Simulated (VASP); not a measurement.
# Rb2ClF (R-3m) in VASP: a series of runs

Runs on Rb2ClF. Level: PBE. Tasks: single point.

Everything below comes from runs of VASP 6.6.1. Logs are shortened: lines on timing, memory, paths and dates and some standing lists are left out, and cuts for length are marked.

## Step 1: The cell of the first run

It takes space group R-3m (No. 166, trigonal). Conventional cell: a = 4.276 Å, b = 4.276 Å, c = 21.356 Å, α = 90.00°, β = 90.00°, γ = 120.00°. F (site symmetry -3m) has 6 Rb at 2.90 Å within 3.8 Å. Within 4.4 Å of Cl (site symmetry -3m) lie 6 Rb at 3.20 Å and 6 Cl at 4.28 Å and 6 F at 4.33 Å. Within 4.0 Å of Rb (site symmetry 3m) lie 3 F at 2.90 Å and 3 Cl at 3.20 Å and 3 Rb at 3.93 Å.

## Step 2: Single point, PBE (28.19 Å³/atom)

Input file INCAR:

```
ALGO = Normal ; EDIFF = 1E-6
ENCUT = 520 ; GGA = PE
ISIF = 2 ; ISMEAR = 0
LASPH = True ; LCHARG = True
LELF = True ; LREAL = False
LVHAR = True ; LWAVE = False
NBANDS = 24 ; NELM = 100
PREC = Accurate ; SIGMA = 0.01
```

Input file KPOINTS:

```
k-points
0
Gamma
  6 6 6
```

Input file POSCAR:

```
Rb2ClF
1.0
    2.1382108075      1.2344965853      7.1185505634
   -2.1382108075      1.2344965853      7.1185505634
    0.0000000000     -2.4689931705      7.1185505634
F Cl Rb
1 1 2
Direct
    1.0000000000      0.0000000000      0.0000000000
    0.5000000000      0.5000000000      0.5000000000
    0.2617576454      0.2617576454      0.2617576454
    0.7382423546      0.7382423546      0.7382423546
```

Potentials or basis: VASP PAW PBE potentials, release 64 (F, Cl, Rb_sv).

Run with:

```
$ cat potpaw_PBE.64/F/POTCAR potpaw_PBE.64/Cl/POTCAR potpaw_PBE.64/Rb_sv/POTCAR > POTCAR
$ mpirun -np 1 vasp_std > vasp.out
```

OUTCAR:

```text
EDIFF = 1E-6
   ENCUT = 520
   GGA = PE
   ISIF = 2
   ISMEAR = 0
   LASPH = True
   LREAL = False
   NELM = 100
   PREC = Accurate

 ion  position               nearest neighbor table
   1  0.000  0.000  0.000-   4 2.90   3 2.90   4 2.90   4 2.90   3 2.90   3 2.90
   2  0.500  0.500  0.500-   3 3.20   4 3.20   3 3.20   3 3.20   4 3.20   4 3.20
   3  0.262  0.262  0.262-   1 2.90   1 2.90   1 2.90   2 3.20   2 3.20   2 3.20   4 3.93   4 3.93
                             4 3.93   4 4.75   4 4.75   4 4.75
   4  0.738  0.738  0.738-   1 2.90   1 2.90   1 2.90   2 3.20   2 3.20   2 3.20   3 3.93   3 3.93
                             3 3.93   3 4.75   3 4.75   3 4.75

  LATTYP: Found a trigonal (rhomboedric) cell.
 ALAT       =     7.5345663047
 COS(alpha) =     0.8389300521

  Lattice vectors:

 A1 = (   2.1382108075,   1.2344965853,   7.1185505634)
 A2 = (  -2.1382108075,   1.2344965853,   7.1185505634)
 A3 = (   0.0000000000,  -2.4689931705,   7.1185505634)

Analysis of symmetry for initial positions (statically):
=====================================================================
 Subroutine PRICEL returns:
 Original cell was already a primitive cell.

 Routine SETGRP: Setting up the symmetry group for a
 trigonal (rhombohedral) supercell.

 Subroutine GETGRP returns: Found 12 space group operations
 (whereof 12 operations were pure point group operations)
 out of a pool of 12 trial point group operations.

The static configuration has the point symmetry D_3d.

Analysis of symmetry for dynamics (positions and initial velocities):
=====================================================================
 Subroutine PRICEL returns:
 Original cell was already a primitive cell.

 Routine SETGRP: Setting up the symmetry group for a
 trigonal (rhombohedral) supercell.

 Subroutine GETGRP returns: Found 12 space group operations
 (whereof 12 operations were pure point group operations)
 out of a pool of 12 trial point group operations.

The dynamic configuration has the point symmetry D_3d.

 Subroutine INISYM returns: Found 12 space group operations
 (whereof 12 operations are pure point group operations),
 and found     1 'primitive' translations

----------------------------------------------------------------------------------------

                                     Primitive cell

  volume of cell :     112.7414

  direct lattice vectors                    reciprocal lattice vectors
     2.138210808  1.234496585  7.118550563     0.233840367  0.135007799  0.046826012
    -2.138210808  1.234496585  7.118550563    -0.233840367  0.135007799  0.046826012
     0.000000000 -2.468993171  7.118550563     0.000000000 -0.270015598  0.046826012

  length of vectors
     7.534566305  7.534566305  7.534566305     0.274045796  0.274045796  0.274045796

  position of ions in fractional coordinates (direct lattice)
     0.000000000  0.000000000  0.000000000
     0.500000000  0.500000000  0.500000000
     0.261757645  0.261757645  0.261757645
     0.738242355  0.738242355  0.738242355

  ion indices of the primitive-cell ions
   primitive index   ion index
                 1           1
                 2           2
                 3           3
                 4           4

----------------------------------------------------------------------------------------

 KPOINTS: k-points

Automatic generation of k-mesh.
 Grid dimensions read from file:
 generate k-points for:    6    6    6

 Generating k-lattice:

  Cartesian coordinates                     Fractional coordinates (reciprocal lattice)
     0.038973395  0.022501300  0.007804335     0.166666667  0.000000000 -0.000000000
    -0.038973395  0.022501300  0.007804335     0.000000000  0.166666667 -0.000000000
     0.000000000 -0.045002600  0.007804335    -0.000000000 -0.000000000  0.166666667

  Length of vectors
     0.045674299  0.045674299  0.045674299

  Shift w.r.t. Gamma in fractional coordinates (k-lattice)
     0.000000000  0.000000000  0.000000000

 Subroutine IBZKPT returns following result:
 ===========================================

 Found     32 irreducible k-points:

 Following reciprocal coordinates:
            Coordinates               Weight
  0.000000  0.000000  0.000000      1.000000
  0.166667 -0.000000 -0.000000      6.000000
  0.333333  0.000000 -0.000000      6.000000
  0.500000 -0.000000 -0.000000      3.000000
  0.166667  0.166667 -0.000000      6.000000
  0.333333  0.166667 -0.000000     12.000000
[... 16 lines left out ...]
  0.500000  0.500000  0.166667      6.000000
 -0.333333  0.500000  0.166667     12.000000
 [... further k-points ...]
   k-points           NKPTS =     32   k-points in BZ     NKDIM =     32   number of bands    NBANDS=     24
   number of dos      NEDOS =    301   number of ions     NIONS =      4
   total plane-waves  NPLWV = 175616
   dimension x,y,z NGX =    56 NGY =   56 NGZ =   56
   dimension x,y,z NGXF=   112 NGYF=  112 NGZF=  112
[... 64 lines left out ...]
 cond. band min:       3.3348122241   @ k =   0.0000   0.0000   0.0000
 fundamental gap:      5.0089629177
 Fermi energy:        -1.6186279993

 k-point     1 :       0.0000    0.0000    0.0000
  band No.  band energies     occupation
      1     -25.6161      2.00000
      2     -25.5429      2.00000
      3     -20.8602      2.00000
      4     -13.8563      2.00000
      5      -9.7312      2.00000
      6      -9.5813      2.00000
[... 16 lines left out ...]
     23       8.1895      0.00000
     24       8.1895      0.00000

 k-point     2 :       0.1667   -0.0000   -0.0000
  band No.  band energies     occupation
      1     -25.6025      2.00000
      2     -25.5398      2.00000
      3     -20.8667      2.00000
      4     -13.8347      2.00000
      5      -9.8078      2.00000
      6      -9.7099      2.00000
[... 16 lines left out ...]
     23       8.2160      0.00000
     24       8.3642      0.00000

 k-point     3 :       0.3333    0.0000   -0.0000
  band No.  band energies     occupation
      1     -25.5728      2.00000
      2     -25.5361      2.00000
      3     -20.8795      2.00000
      4     -13.7916      2.00000
      5      -9.9435      2.00000
      6      -9.8359      2.00000
[... 16 lines left out ...]
     23       8.2716      0.00000
     24       8.9664      0.00000

 k-point     4 :       0.5000   -0.0000   -0.0000
  band No.  band energies     occupation
      1     -25.5531      2.00000
      2     -25.5391      2.00000
      3     -20.8860      2.00000
      4     -13.7708      2.00000
      5      -9.9369      2.00000
      6      -9.9097      2.00000
[... 16 lines left out ...]
     23       8.4645      0.00000
     24       9.1829      0.00000

 k-point     5 :       0.1667    0.1667   -0.0000
  band No.  band energies     occupation
      1     -25.6021      2.00000
      2     -25.5403      2.00000
      3     -20.8667      2.00000
      4     -13.8347      2.00000
      5      -9.8071      2.00000
      6      -9.7060      2.00000
[... 16 lines left out ...]
     23       8.3783      0.00000
     24       8.3875      0.00000

 k-point     6 :       0.3333    0.1667   -0.0000
  band No.  band energies     occupation
      1     -25.5804      2.00000
      2     -25.5369      2.00000
      3     -20.8764      2.00000
      4     -13.8026      2.00000
      5      -9.8780      2.00000
      6      -9.8394      2.00000
[... 16 lines left out ...]
     23       8.2314      0.00000
     24       8.7438      0.00000
[... 379 lines left out ...]
 k-point    21 :      -0.3333    0.3333    0.1667
  band No.  band energies     occupation
      1     -25.5542      2.00000
      2     -25.5380      2.00000
      3     -20.8861      2.00000
      4     -13.7722      2.00000
      5      -9.9316      2.00000
      6      -9.8387      2.00000
[... 16 lines left out ...]
     23       9.0606      0.00000
     24       9.4082      0.00000

 k-point    22 :      -0.1667    0.3333    0.1667
  band No.  band energies     occupation
      1     -25.5562      2.00000
      2     -25.5360      2.00000
      3     -20.8861      2.00000
      4     -13.7703      2.00000
      5      -9.9996      2.00000
      6      -9.8737      2.00000
[... 16 lines left out ...]
     23       8.5465      0.00000
     24       9.1836      0.00000

 k-point    23 :       0.5000    0.5000    0.1667
  band No.  band energies     occupation
      1     -25.5704      2.00000
      2     -25.5385      2.00000
      3     -20.8796      2.00000
      4     -13.7941      2.00000
      5      -9.9321      2.00000
      6      -9.7501      2.00000
[... 16 lines left out ...]
     23       8.6609      0.00000
     24       8.9033      0.00000

 k-point    24 :      -0.3333    0.5000    0.1667
  band No.  band energies     occupation
      1     -25.5545      2.00000
      2     -25.5376      2.00000
      3     -20.8861      2.00000
      4     -13.7727      2.00000
      5      -9.9758      2.00000
      6      -9.7854      2.00000
[... 16 lines left out ...]
     23       8.9718      0.00000
     24       9.1308      0.00000

 [... further k-points ...]
[... 5 lines left out ...]
  --------------------------------------------------------------------------------------
  -------------------------------------------------------------------------------------
  Total        0.9092649      0.9092649      0.9848846      0.0000000      0.0000000      0.0000000
  in kB       12.9216438     12.9216438     13.9962829      0.0000000      0.0000000      0.0000000
  external PRESSURE =      13.2798568 kB  Pullay stress =       0.0000000 kB

 VOLUME and BASIS-vectors are now :
 -----------------------------------------------------------------------------
  energy-cutoff  :      520.00
  volume of cell :      112.74
      direct lattice vectors                 reciprocal lattice vectors
     2.138210808  1.234496585  7.118550563     0.233840367  0.135007799  0.046826012
    -2.138210808  1.234496585  7.118550563    -0.233840367  0.135007799  0.046826012
     0.000000000 -2.468993171  7.118550563     0.000000000 -0.270015598  0.046826012

 POSITION                                       TOTAL-FORCE (eV/Angst)
 -----------------------------------------------------------------------------------
      0.00000      0.00000      0.00000         0.000000     -0.000000      0.000000
      0.00000      0.00000     10.67783         0.000000     -0.000000      0.000000
      0.00000      0.00000      5.59001         0.000000      0.000000      0.056744
      0.00000      0.00000     15.76565         0.000000     -0.000000     -0.056744
 -----------------------------------------------------------------------------------
    total drift:                                0.000000     -0.000000      0.000000

  FREE ENERGIE OF THE ION-ELECTRON SYSTEM (eV)
  ---------------------------------------------------
  free  energy   TOTEN  =       -14.5805830231 eV

  energy  without entropy=      -14.5805830231  energy(sigma->0) =      -14.58058302
```

Run time: 3.7 min. Hardware: 1 thread of Intel Xeon Platinum 8259CL at 2.50GHz (Skylake/Cascade Lake), shared host; peak memory 0.46 GiB.

Results:

```
Free energy            : -14.5806 eV
Pressure               : 1.3 GPa
Largest force          : 0.057 eV/Å
Band gap on the k mesh : 5.01 eV
```

Forces in eV/Å, atoms in the order of the input:
```
F    0.000  0.000  0.000
Cl   0.000  0.000  0.000
Rb   0.000  0.000  0.057
Rb   0.000  0.000 -0.057
```

A k mesh can miss the band edges.

## Step 3: Single point, PBE (29.08 Å³/atom)

This run uses another cell than the first one, of 29.08 Å³/atom.

Input file INCAR:

```
ALGO = Normal
EDIFF = 1E-6
ENCUT = 520
GGA = PE
ISIF = 2
ISMEAR = 0
LASPH = T
LCHARG = T
LELF = T
LREAL = F
LVHAR = T
LWAVE = F
NBANDS = 24
NELM = 100
PREC = Accurate
SIGMA = 0.01
```

KPOINTS is that of step 2.

Input file POSCAR:

```
Rb2ClF
1.0
    2.1607199438      1.2474922412      7.1934881815
   -2.1607199438      1.2474922412      7.1934881815
    0.0000000000     -2.4949844824      7.1934881815
F Cl Rb
1 1 2
Direct
    1.0000000000      0.0000000000      0.0000000000
    0.5000000000      0.5000000000      0.5000000000
    0.2617576454      0.2617576454      0.2617576454
    0.7382423546      0.7382423546      0.7382423546
```

Potentials or basis: VASP PAW PBE potentials, release 64 (F, Cl, Rb_sv).

Run with:

```
$ cat potpaw_PBE.64/F/POTCAR potpaw_PBE.64/Cl/POTCAR potpaw_PBE.64/Rb_sv/POTCAR > POTCAR
$ mpirun -np 1 vasp_std > vasp.out
```

Run time: 4.1 min. Hardware: 1 thread of Intel Xeon Platinum 8259CL at 2.50GHz (Skylake/Cascade Lake), shared host; peak memory 0.5 GiB.

Results (log left out):

```
Free energy            : -14.6037 eV
Pressure               : 0.6 GPa
Largest force          : 0.026 eV/Å
Band gap on the k mesh : 4.89 eV
```

Forces on the atoms (eV/Å):
```
F    0.000  0.000  0.000
Cl   0.000  0.000  0.000
Rb   0.000  0.000  0.026
Rb   0.000  0.000 -0.026
```

Levels at points of the mesh, in eV from the valence-band top:
```csv
k point,band 13,band 14,band 15,band 16,band 17,band 18,band 19,band 20
"(0.00, 0.00, 0.00)",-0.84,-0.33,0.00,0.00,4.89,7.48,7.81,8.51
"(0.50, 0.00, 0.00)",-0.70,-0.65,-0.41,-0.15,6.89,7.44,7.77,8.51
"(0.50, 0.50, 0.00)",-0.74,-0.49,-0.33,-0.13,6.38,7.58,8.26,8.41
"(0.50, 0.50, 0.50)",-0.82,-0.65,-0.03,-0.03,6.14,6.34,7.26,9.12
```

A k mesh can miss the band edges.

## Step 4: Single point, PBE

This run uses another cell than the first one, of 29.98 Å³/atom.

Input file INCAR:

```
  PREC = Accurate
  ENCUT = 520
  EDIFF = 1E-6
  ISMEAR = 0
  SIGMA = 0.01
  LREAL = F
  LASPH = T
  NELM = 60
  ALGO = Normal
  ISIF = 2
  LWAVE = F
  LCHARG = T
  GGA = PE
  LELF = T
  LVHAR = T
  NBANDS = 24
```

Input file KPOINTS:

```
Automatic mesh
0
Gamma
  6 6 6
```

Input file POSCAR:

```
Rb2ClF
1.0
    2.1827696294      1.2602226331      7.2668961922
   -2.1827696294      1.2602226331      7.2668961922
    0.0000000000     -2.5204452662      7.2668961922
F Cl Rb
1 1 2
Direct
    1.0000000000      0.0000000000      0.0000000000
    0.5000000000      0.5000000000      0.5000000000
    0.2617576454      0.2617576454      0.2617576454
    0.7382423546      0.7382423546      0.7382423546
```

Run with:

```
$ cat potpaw_PBE.64/F/POTCAR potpaw_PBE.64/Cl/POTCAR potpaw_PBE.64/Rb_sv/POTCAR > POTCAR
$ mpirun -np 1 vasp_std > vasp.out
```

Wall time 4.7 min (1 thread of Intel Xeon Platinum 8259CL at 2.50GHz (Skylake/Cascade Lake), shared host); peak memory 0.51 GiB.

The run converged. Its results:

| Item | Value |
| --- | --- |
| Free energy | -14.6118 eV |
| Pressure | 0.0 GPa |
| Band gap on the k mesh | 4.78 eV |

Levels at points of the mesh, in eV from the valence-band top:
```csv
k point,band 14,band 15,band 16,band 17,band 18,band 19
"(0.00, 0.00, 0.00)",-0.32,0.00,0.00,4.78,7.38,7.75
"(0.50, 0.00, 0.00)",-0.63,-0.40,-0.15,6.84,7.39,7.66
"(0.50, 0.50, 0.00)",-0.48,-0.33,-0.13,6.39,7.46,8.11
"(0.50, 0.50, 0.50)",-0.62,-0.03,-0.03,5.98,6.22,7.23
```

## Step 5: Single point, PBE (30.88 Å³/atom)

This run uses another cell than the first one, of 30.88 Å³/atom.

Input file INCAR:

```
ALGO = Normal
EDIFF = 1E-7
ENCUT = 520
GGA = PE
ISIF = 2
ISMEAR = 0
LASPH = T
LCHARG = F
LREAL = F
LWAVE = F
NBANDS = 24
NELM = 60
PREC = Accurate
SIGMA = 0.01
```

Input file KPOINTS:

```
k-points
0
Gamma
  6 6 6
```

Input file POSCAR:

```
Rb2ClF
1.0
    2.2043826155      1.2727008964      7.3388503390
   -2.2043826155      1.2727008964      7.3388503390
    0.0000000000     -2.5454017929      7.3388503390
F Cl Rb
1 1 2
Direct
    1.0000000000      0.0000000000      0.0000000000
    0.5000000000      0.5000000000      0.5000000000
    0.2617576454      0.2617576454      0.2617576454
    0.7382423546      0.7382423546      0.7382423546
```

Run with:

```
$ cat potpaw_PBE.64/F/POTCAR potpaw_PBE.64/Cl/POTCAR potpaw_PBE.64/Rb_sv/POTCAR > POTCAR
$ mpirun -np 1 vasp_std > vasp.out
```

It took 4.5 min on 1 thread of Intel Xeon Platinum 8259CL at 2.50GHz (Skylake/Cascade Lake), shared host; peak memory 0.5 GiB.

Results (log left out):

```
Free energy            : -14.6072 eV
Pressure               : -0.5 GPa
Largest force          : 0.025 eV/Å
Band gap on the k mesh : 4.67 eV
```

Forces in eV/Å, atoms in the order of the input:
```
F    0.000  0.000  0.000
Cl   0.000  0.000  0.000
Rb   0.000  0.000 -0.025
Rb   0.000  0.000  0.025
```

Levels at points of the mesh, in eV from the valence-band top:
| k point | band 14 | band 15 | band 16 | band 17 | band 18 | band 19 |
| --- | --- | --- | --- | --- | --- | --- |
| (0.00, 0.00, 0.00) | -0.32 | 0.00 | 0.00 | 4.67 | 7.28 | 7.68 |
| (0.50, 0.00, 0.00) | -0.61 | -0.39 | -0.14 | 6.79 | 7.34 | 7.57 |
| (0.50, 0.50, 0.00) | -0.48 | -0.33 | -0.12 | 6.39 | 7.35 | 7.97 |
| (0.50, 0.50, 0.50) | -0.61 | -0.03 | -0.03 | 5.83 | 6.10 | 7.19 |

A k mesh can miss the band edges.

## Step 6: Single point, PBE (31.78 Å³/atom)

This run uses another cell than the first one, of 31.78 Å³/atom.

Input file INCAR:

```
SYSTEM = Rb2ClF
ALGO = Normal ; EDIFF = 1E-6
ENCUT = 520 ; GGA = PE
ISIF = 2 ; ISMEAR = 0
LASPH = .TRUE. ; LCHARG = .FALSE.
LREAL = .FALSE. ; LWAVE = .FALSE.
NBANDS = 24 ; NELM = 80
PREC = Accurate ; SIGMA = 0.01
```

Input file KPOINTS:

```
k-points
0
G
  6 6 6
  0 0 0
```

Input file POSCAR:

```
Rb2ClF
1.0
    2.2255799025      1.2849391558      7.4094205368
   -2.2255799025      1.2849391558      7.4094205368
    0.0000000000     -2.5698783116      7.4094205368
F Cl Rb
1 1 2
Direct
    1.0000000000      0.0000000000      0.0000000000
    0.5000000000      0.5000000000      0.5000000000
    0.2617576454      0.2617576454      0.2617576454
    0.7382423546      0.7382423546      0.7382423546
```

Potentials or basis: VASP PAW PBE potentials, release 64 (F, Cl, Rb_sv).

Run with:

```
$ cat potpaw_PBE.64/F/POTCAR potpaw_PBE.64/Cl/POTCAR potpaw_PBE.64/Rb_sv/POTCAR > POTCAR
$ mpirun -np 1 vasp_std > vasp.out
```

Wall time 4.2 min (1 thread of Intel Xeon Platinum 8259CL at 2.50GHz (Skylake/Cascade Lake), shared host); peak memory 0.51 GiB.

Results (log left out):

| Item | Value |
| --- | --- |
| Free energy | -14.5920 eV |
| Pressure | -1.0 GPa |
| Largest force | 0.046 eV/Å |
| Band gap on the k mesh | 4.57 eV |

Forces in eV/Å, atoms in the order of the input:
```
F    0.000  0.000  0.000
Cl   0.000  0.000  0.000
Rb   0.000  0.000 -0.046
Rb   0.000  0.000  0.046
```

Levels at points of the mesh, in eV from the valence-band top:
| k point | band 12 | band 13 | band 14 | band 15 | band 16 | band 17 | band 18 | band 19 | band 20 | band 21 |
| --- | --- | --- | --- | --- | --- | --- | --- | --- | --- | --- |
| (0.00, 0.00, 0.00) | -0.75 | -0.75 | -0.31 | 0.00 | 0.00 | 4.57 | 7.19 | 7.61 | 8.37 | 8.37 |
| (0.50, 0.00, 0.00) | -0.70 | -0.64 | -0.59 | -0.39 | -0.14 | 6.73 | 7.29 | 7.48 | 8.03 | 9.57 |
| (0.50, 0.50, 0.00) | -0.72 | -0.66 | -0.47 | -0.33 | -0.12 | 6.39 | 7.24 | 7.84 | 8.01 | 9.47 |
| (0.50, 0.50, 0.50) | -0.73 | -0.73 | -0.59 | -0.02 | -0.02 | 5.70 | 5.98 | 7.16 | 8.86 | 8.97 |

A k mesh can miss the band edges.

## Step 7: Summary

| cell | gap on the mesh (eV) | pressure (GPa) | largest force (eV/Å) |
| --- | --- | --- | --- |
| a = 7.535 Å, angles 33.0°, 4 atoms | 5.01 | 1.3 | 0.06 |
| a = 7.614 Å, angles 33.0°, 4 atoms | 4.89 | 0.6 | 0.03 |
| a = 7.692 Å, angles 33.0°, 4 atoms | 4.78 | 0.0 | - |
| a = 7.768 Å, angles 33.0°, 4 atoms | 4.67 | -0.5 | 0.03 |
| a = 7.842 Å, angles 33.0°, 4 atoms | 4.57 | -1.0 | 0.05 |

Alike in all rows: task single point; level PBE; potentials or basis VASP PAW PBE potentials, release 64 (F, Cl, Rb_sv); no spin polarisation; k mesh 6 × 6 × 6; cutoff (eV) 520; smearing gaussian 0.01 eV.

Absolute energies hang on the potentials; compare differences alone.
